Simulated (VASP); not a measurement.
# Rb (I4/mmm) in VASP: a series of runs

Rb is run at these levels: PBE; tasks: single point.

Program: VASP 6.6.1. These are calculated values, not measurements. Logs are shortened: lines on timing, memory, paths and dates and some standing lists are left out, and cuts for length are marked.

## Step 1: The cell of the first run

The structure is tetragonal, space group I4/mmm (No. 139). The conventional cell has a = 5.897 Å, b = 5.897 Å, c = 5.534 Å, α = 90.00°, β = 90.00°, γ = 90.00°.

## Step 2: Single point, PBE (biaxial strain in the a-b plane: +4.0 %)

The input, INCAR:

```
  ALGO = Fast
  EDIFF = 1E-7
  ENCUT = 520
  GGA = PE
  ISIF = 2
  ISMEAR = 0
  LASPH = T
  LCHARG = F
  LREAL = F
  LWAVE = F
  NBANDS = 16
  NELM = 80
  PREC = Accurate
  SIGMA = 0.1
```

The input, KPOINTS:

```
k-points
0
Gamma
  10 10 10
```

The input, POSCAR:

```
Rb
1.0
    5.8973835205      0.0000000000      0.0000000000
    0.0000000000      5.8973835205      0.0000000000
    0.0000000000      0.0000000000      5.5344676116
Rb
2
Direct
    0.0000000000      0.0000000000      0.0000000000
    0.5000000000      0.5000000000      0.5000000000
```

Potentials or basis: VASP PAW PBE potentials, release 64 (Rb_sv).

Run with:

```
> cat potpaw_PBE.64/Rb_sv/POTCAR > POTCAR
> mpirun -np 1 vasp_std > vasp.out
```

OUTCAR:

```text
EDIFF = 1E-7
   ENCUT = 520
   GGA = PE
   ISIF = 2
   ISMEAR = 0
   LASPH = T
   LREAL = F
   NELM = 80
   PREC = Accurate

 ion  position               nearest neighbor table
   1  0.000  0.000  0.000-   2 5.00   2 5.00   2 5.00   2 5.00   2 5.00   2 5.00   2 5.00   2 5.00

   2  0.500  0.500  0.500-   1 5.00   1 5.00   1 5.00   1 5.00   1 5.00   1 5.00   1 5.00   1 5.00

  LATTYP: Found a simple tetragonal cell.
 ALAT       =     5.8973835205
 C/A-ratio  =     0.9384615385

  Lattice vectors:

 A1 = (   5.8973835205,   0.0000000000,   0.0000000000)
 A2 = (   0.0000000000,   5.8973835205,   0.0000000000)
 A3 = (   0.0000000000,   0.0000000000,   5.5344676116)

Analysis of symmetry for initial positions (statically):
=====================================================================
 Subroutine PRICEL returns following result:

  LATTYP: Found a body centered tetragonal cell.
 ALAT       =     5.8973835205
 C/A-ratio  =     0.9384615385

  Lattice vectors:

 A1 = (  -2.9486917603,  -2.9486917603,  -2.7672338058)
 A2 = (   2.9486917603,   2.9486917603,  -2.7672338058)
 A3 = (   2.9486917603,  -2.9486917603,   2.7672338058)

   2 primitive cells build up your supercell.

 Routine SETGRP: Setting up the symmetry group for a
 simple tetragonal supercell.

 Subroutine GETGRP returns: Found 16 space group operations
 (whereof 16 operations were pure point group operations)
 out of a pool of 16 trial point group operations.

The static configuration has the point symmetry D_4h.

Analysis of symmetry for dynamics (positions and initial velocities):
=====================================================================
 Subroutine PRICEL returns following result:

  LATTYP: Found a body centered tetragonal cell.
 ALAT       =     5.8973835205
 C/A-ratio  =     0.9384615385

  Lattice vectors:

 A1 = (  -2.9486917603,  -2.9486917603,  -2.7672338058)
 A2 = (   2.9486917603,   2.9486917603,  -2.7672338058)
 A3 = (   2.9486917603,  -2.9486917603,   2.7672338058)

   2 primitive cells build up your supercell.

 Routine SETGRP: Setting up the symmetry group for a
 simple tetragonal supercell.

 Subroutine GETGRP returns: Found 16 space group operations
 (whereof 16 operations were pure point group operations)
 out of a pool of 16 trial point group operations.

The dynamic configuration has the point symmetry D_4h.

 Subroutine INISYM returns: Found 16 space group operations
 (whereof 16 operations are pure point group operations),
 and found     2 'primitive' translations

----------------------------------------------------------------------------------------

                                     Primitive cell

  volume of cell :      96.2420

  direct lattice vectors                    reciprocal lattice vectors
    -2.948691760 -2.948691760 -2.767233806     0.000000000 -0.169566723 -0.180685853
     2.948691760  2.948691760 -2.767233806     0.169566723  0.000000000 -0.180685853
     2.948691760 -2.948691760  2.767233806     0.169566723 -0.169566723  0.000000000

  length of vectors
     5.004712692  5.004712692  5.004712692     0.247790740  0.247790740  0.239803560

  position of ions in fractional coordinates (direct lattice)
     0.000000000  0.000000000  0.000000000

  ion indices of the primitive-cell ions
   primitive index   ion index
                 1           1

----------------------------------------------------------------------------------------

 KPOINTS: k-points

Automatic generation of k-mesh.
 Grid dimensions read from file:
 generate k-points for:   10   10   10

 Generating k-lattice:

  Cartesian coordinates                     Fractional coordinates (reciprocal lattice)
     0.016956672  0.000000000  0.000000000     0.100000000  0.000000000  0.000000000
     0.000000000  0.016956672  0.000000000     0.000000000  0.100000000  0.000000000
     0.000000000  0.000000000  0.018068585     0.000000000  0.000000000  0.100000000

  Length of vectors
     0.016956672  0.016956672  0.018068585

  Shift w.r.t. Gamma in fractional coordinates (k-lattice)
     0.000000000  0.000000000  0.000000000

 Subroutine IBZKPT returns following result:
 ===========================================

 Found    126 irreducible k-points:

 Following reciprocal coordinates:
            Coordinates               Weight
  0.000000  0.000000  0.000000      1.000000
  0.100000  0.000000  0.000000      4.000000
  0.200000  0.000000  0.000000      4.000000
  0.300000  0.000000  0.000000      4.000000
  0.400000  0.000000  0.000000      4.000000
  0.500000  0.000000  0.000000      2.000000
[... 16 lines left out ...]
  0.100000  0.000000  0.100000      8.000000
  0.200000  0.000000  0.100000      8.000000
 [... further k-points ...]
   k-points           NKPTS =    126   k-points in BZ     NKDIM =    126   number of bands    NBANDS=     16
   number of dos      NEDOS =    301   number of ions     NIONS =      2
   total plane-waves  NPLWV =  96768
   dimension x,y,z NGX =    48 NGY =   48 NGZ =   42
   dimension x,y,z NGXF=    96 NGYF=   96 NGZF=   84
   ions per type =               2
   NGX,Y,Z   is equivalent  to a cutoff of  13.53, 13.53, 12.62 a.u.
   NGXF,Y,Z  is equivalent  to a cutoff of  27.06, 27.06, 25.23 a.u.
 SYSTEM =  unknown system
   PREC   = accura    normal or accurate (medium, high low for compatibility)
   ISTART =      0    job   : 0-new  1-cont  2-samecut
   ICHARG =      2    charge: 1-file 2-atom 10-const
   ISPIN  =      1    spin polarized calculation?
   LNONCOLLINEAR =      F non collinear calculations
   LSORBIT =      F    spin-orbit coupling
   LASPH  =      T    aspherical Exc in radial PAW
   ENCUT  =  520.0 eV  38.22 Ry    6.18 a.u.  10.97 10.97 10.29*2*pi/ulx,y,z
   NELM   =     80;   NELMIN=  2; NELMDL= -5     # of ELM steps
   EDIFF  = 0.1E-06   stopping-criterion for ELM
   LREAL  =      F    real-space projection
   EDIFFG = 0.1E-05   stopping-criterion for IOM
   NSW    =      0    number of steps for IOM
   IBRION =     -1    ionic relax: 0-MD 1-quasi-New 2-CG
   NFREE  =      0    steps in history (QN), initial steepest desc. (CG)
   ISIF   =      2    stress and relaxation
   ISYM   =      2    0-nonsym 1-usesym 2-fastsym
   POTIM  = 0.5000    time-step for ionic-motion
   TEBEG  =    0.0;   TEEND  =   0.0 temperature during run
   PSTRESS=    0.0 pullay stress
   NELECT =      18.0000    total number of electrons
   NUPDOWN=      -1.0000    fix difference up-down
   EMIN   =  10.00;   EMAX   =-10.00  energy-range for DOS
   EFERMI =   0.00;   METHOD = LEGACY
   ISMEAR =     0;   SIGMA  =   0.10  broadening in eV -4-tet -1-fermi 0-gaus
   EFERMI_NEDOS =   21; number of points for ismear=-14 and -15
   IALGO  =     68    algorithm
   IMIX   =      4    mixing-type and parameters
     AMIX     =   0.40;   BMIX     =  1.00
     AMIX_MAG =   1.60;   BMIX_MAG =  1.00
  volume/ion in A,a.u.               =      96.24       649.47
  Fermi-wavevector in a.u.,A,eV,Ry     =   0.743078  1.404213  7.512650  0.552164
  Thomas-Fermi vector in A             =   1.838108
   LORBIT       =      0    0 simple, 1 ext, 2 COOP (PROOUT), +10 PAW based schemes
   GGA     = PE    functional components
   LHFCALC =     F    Hartree Fock is set to
   AEXX    =    0.0000 exact exchange contribution
   IVDW    =     0    specifies the selected vdW correction
   LEPSILON=     F    determine dielectric tensor
   LRPA    =     F    only Hartree local field effects (RPA)
 non-spin polarized calculation
 RMM-DIIS sequential band-by-band and
 Gauss-broadening in eV      SIGMA  =   0.10
  energy-cutoff  :      520.00
  volume of cell :      192.48
 maximum number of plane-waves:      5212
 NGX is ok and might be reduce to    48
   NGX = 21   NGY = 21   NGZ = 21

 number of electron      18.0000000 magnetization

 Free energy of the ion-electron system (eV)
  ---------------------------------------------------
  ext. energy  EPLUGINS =         0.00000000
  ---------------------------------------------------
  free energy    TOTEN  =        -1.87130837 eV

  energy without entropy =       -1.86243049  energy(sigma->0) =       -1.86686943

 E-fermi :  -0.1027     XC(G=0):  -5.3335

 val. band max:       -0.1037071152   @ k =   0.4000   0.2000   0.0000
 cond. band min:      -0.0774140723   @ k =   0.4000   0.0000   0.2000
 fundamental gap:      0.0262930429
 Fermi energy:        -0.1027429908

 k-point     1 :       0.0000    0.0000    0.0000
  band No.  band energies     occupation
      1     -29.0437      2.00000
      2     -29.0381      2.00000
      3     -13.1503      2.00000
      4     -13.1503      2.00000
      5     -13.1404      2.00000
      6     -13.0908      2.00000
[... 8 lines left out ...]
     15       3.4161      0.00000
     16       3.6348      0.00000

 k-point     2 :       0.1000    0.0000    0.0000
  band No.  band energies     occupation
      1     -29.0435      2.00000
      2     -29.0382      2.00000
      3     -13.1497      2.00000
      4     -13.1488      2.00000
      5     -13.1391      2.00000
      6     -13.0932      2.00000
[... 8 lines left out ...]
     15       3.3788      0.00000
     16       3.5856      0.00000

 k-point     3 :       0.2000    0.0000    0.0000
  band No.  band energies     occupation
      1     -29.0431      2.00000
      2     -29.0386      2.00000
      3     -13.1479      2.00000
      4     -13.1444      2.00000
      5     -13.1354      2.00000
      6     -13.0999      2.00000
[... 8 lines left out ...]
     15       3.2921      0.00000
     16       3.4549      0.00000

 k-point     4 :       0.3000    0.0000    0.0000
  band No.  band energies     occupation
      1     -29.0425      2.00000
      2     -29.0391      2.00000
      3     -13.1443      2.00000
      4     -13.1377      2.00000
      5     -13.1298      2.00000
      6     -13.1095      2.00000
[... 8 lines left out ...]
     15       3.0922      0.00000
     16       3.2090      0.00000
[... 324 lines left out ...]
 k-point    22 :       0.0000    0.0000    0.1000
  band No.  band energies     occupation
      1     -29.0435      2.00000
      2     -29.0382      2.00000
      3     -13.1487      2.00000
      4     -13.1487      2.00000
      5     -13.1410      2.00000
      6     -13.0937      2.00000
[... 8 lines left out ...]
     15       3.3543      0.00000
     16       3.5364      0.00000

 k-point    23 :       0.1000    0.0000    0.1000
  band No.  band energies     occupation
      1     -29.0434      2.00000
      2     -29.0383      2.00000
      3     -13.1495      2.00000
      4     -13.1473      2.00000
      5     -13.1385      2.00000
      6     -13.0984      2.00000
[... 8 lines left out ...]
     15       3.3680      0.00000
     16       3.4231      0.00000

 k-point    24 :       0.2000    0.0000    0.1000
  band No.  band energies     occupation
      1     -29.0430      2.00000
      2     -29.0386      2.00000
      3     -13.1500      2.00000
      4     -13.1431      2.00000
      5     -13.1329      2.00000
      6     -13.1067      2.00000
[... 8 lines left out ...]
     15       3.1505      0.00000
     16       3.5434      0.00000

 [... further k-points ...]

------------------------ aborting loop because EDIFF is reached ----------------------------------------

  FORCE on cell =-STRESS in cart. coord.  units (eV):
  Direction    XX          YY          ZZ          XY          YZ          ZX
  --------------------------------------------------------------------------------------
  -------------------------------------------------------------------------------------
  Total       -0.1715577     -0.1715577     -0.1570004      0.0000000      0.0000000      0.0000000
  in kB       -1.4279932     -1.4279932     -1.3068231      0.0000000      0.0000000      0.0000000
  external PRESSURE =      -1.3876032 kB  Pullay stress =       0.0000000 kB

 VOLUME and BASIS-vectors are now :
 -----------------------------------------------------------------------------
  energy-cutoff  :      520.00
  volume of cell :      192.48
      direct lattice vectors                 reciprocal lattice vectors
     5.897383521  0.000000000  0.000000000     0.169566723  0.000000000  0.000000000
     0.000000000  5.897383521  0.000000000     0.000000000  0.169566723  0.000000000
     0.000000000  0.000000000  5.534467612     0.000000000  0.000000000  0.180685853

 POSITION                                       TOTAL-FORCE (eV/Angst)
 -----------------------------------------------------------------------------------
      0.00000      0.00000      0.00000        -0.000000     -0.000000     -0.000000
      2.94869      2.94869      2.76723         0.000000      0.000000      0.000000
 -----------------------------------------------------------------------------------
    total drift:                                0.000000     -0.000000     -0.000000

  FREE ENERGIE OF THE ION-ELECTRON SYSTEM (eV)
  ---------------------------------------------------
  free  energy   TOTEN  =        -1.8713083680 eV

  energy  without entropy=       -1.8624304884  energy(sigma->0) =       -1.86686943
```

Run time: 4.4 min. Hardware: 1 thread of Intel Xeon Platinum 8488C (Sapphire Rapids), shared host; peak memory 0.49 GiB.

Results:

```yaml
Free_energy: -1.8713 eV
Pressure: -0.1 GPa
Band_gap_on_the_k_mesh: zero (bands 9 and 10 overlap by 1.91 eV)
```

Caveat: the cell differs from its parent crystal (biaxial strain in the a-b plane: +4.0 %).

[end of part 1 of 2]
